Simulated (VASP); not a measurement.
Wanted: the native input for a VASP 6.6.1 run.

| Quantity | Value |
| --- | --- |
| Task | relaxation of cell and atoms |
| Functional | RPBE |
| Potentials or basis | VASP PAW PBE potentials, release 64 (Al) |
| Cutoff | 600 eV |
| k mesh | 14 × 14 × 14 |
| Occupations | fermi-dirac, width 0.1 eV |
| Spin | no spin polarisation |
| Dipole correction | no |
| Further INCAR settings | ALGO = Normal; EDIFF = 1e-07; IBRION = 2; EDIFFG = -0.01; NSW = 80; ISIF = 3 |

The structure of Al lies in POSCAR:

```
Al
1.0
   -1.6070768880      1.6070768880      1.6070768880
    1.6070768880     -1.6070768880      1.6070768880
    1.6070768880      1.6070768880     -1.6070768880
Al
1
Direct
    0.0000000000      0.0000000000      0.0000000000
```

The input as run:

INCAR

```
PREC = Accurate
ENCUT = 600
EDIFF = 1E-7
ISMEAR = -1
SIGMA = 0.1
LREAL = F
LASPH = T
NELM = 80
ALGO = Normal
ISIF = 3
LWAVE = F
LCHARG = F
GGA = RP
IBRION = 2
NSW = 80
EDIFFG = -0.01
```

KPOINTS

```
regular mesh
0
Gamma
  14 14 14
```

Potentials or basis: VASP PAW PBE potentials, release 64 (Al).

Launch:

```console
$ cat potpaw_PBE.64/Al/POTCAR > POTCAR
$ mpirun -np 1 vasp_std > vasp.out
```

It gave:

```yaml
Relaxed_volume: 17.24 Å³/atom
Relaxed_cell: a = 2.819 Å, b = 2.819 Å, c = 2.819 Å, α = 109.47°, β = 109.47°, γ = 109.47°
Space_group_after_relaxing_to_0.05_Å: Im-3m (No. 229)
Energy_gained_by_relaxing: 5.2 meV/atom
Ionic_steps: 3
Pressure_after_relaxing: 0.0 GPa
```

Caveat: the PAW data sets were made with another functional, which shifts forces and pressure a little.

Run time: 5.8 s on 1 thread of Intel(R) Xeon(R) 6975P-C (Granite Rapids), on a shared host, peak memory 0.13 GiB.
